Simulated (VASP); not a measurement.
Wanted: the native input for a VASP 6.6.1 run.

| Quantity | Value |
| --- | --- |
| Task | single point |
| Functional | PBE |
| Potentials or basis | VASP PAW PBE potentials, release 64 (Al, Co) |
| Cutoff | 520 eV |
| k mesh | 1 × 1 × 1, shifted |
| Occupations | fermi-dirac, width 0.1137 eV |
| Spin | no spin polarisation |
| Dipole correction | no |
| Further INCAR settings | LREAL = Auto; ALGO = Normal; EDIFF = 1e-06; NBANDS = 70; ISYM = 0 |

The structure of Al3Co2 lies in POSCAR:

```
Al3Co2
1.0
    6.8856700000      0.2998370000     -0.1355360000
    0.2998370000      6.3232090000      0.0556060000
   -0.1355360000      0.0556060000      6.4305730000
Al Co
12 8
Direct
    0.5488602308      0.2692956105      0.9017546132
    0.9276020044      0.6386177484     -0.0748102095
    0.5304863248      0.3296859792      0.5066759177
    0.7005834500      0.7382697040      0.3641247916
    0.3944114674      0.9881153888      0.5904170295
    0.1728027705      0.3350442576      0.3630807901
    0.9242740795      0.9677477276      0.6959912953
    0.4331911694      0.7570980599      1.0606587941
    0.0925688919      0.8733125581      0.2071645869
   -0.0798167571      0.2364031300      0.0206923277
    0.8912813942      0.3700765227      0.5814779243
    0.2283253118      0.6429493209      0.7073821352
    0.7671907849      0.9356485669      0.0281152700
    0.5958497708      0.6063375243      0.7191544346
    0.8035075356      0.1248536915      0.3356782643
    0.2650997910      0.4553127063      0.0623470796
    0.4406474214      0.1087542481      0.2266798309
    0.3484527772      0.6727170631      0.3944066556
    0.6820598536      0.4591357303      0.1246454963
    0.1973087248      0.2703434252      0.7995641631
```

These files were run (other wordings do the same):

INCAR

```
SYSTEM = Al3Co2
PREC = Accurate
ENCUT = 520
EDIFF = 1E-6
ISMEAR = -1
SIGMA = 0.1137
LREAL = Auto
LASPH = .True.
NELM = 100
ALGO = Normal
ISIF = 2
LWAVE = .False.
LCHARG = .False.
GGA = PE
ISYM = 0
NBANDS = 70
```

KPOINTS

```
Automatic mesh
0
Gamma
  1 1 1
  0.25 0.25 0.25
```

Potentials or basis: VASP PAW PBE potentials, release 64 (Al, Co).

Run with:

```bash
$ cat potpaw_PBE.64/Al/POTCAR potpaw_PBE.64/Co/POTCAR > POTCAR
$ mpirun -np 1 vasp_std > vasp.out
```

It gave:

- Pressure: 2.8 GPa
- Largest force: 2.844 eV/Å
- Band gap on the k mesh: 0.11 eV

Caveat: the k points lie up to 1.00 Å⁻¹ apart.

Wall time 120 s on 1 thread of Intel(R) Xeon(R) Platinum 8259CL CPU @ 2.50GHz (Skylake/Cascade Lake), with other jobs on the host, peak memory 0.33 GiB.
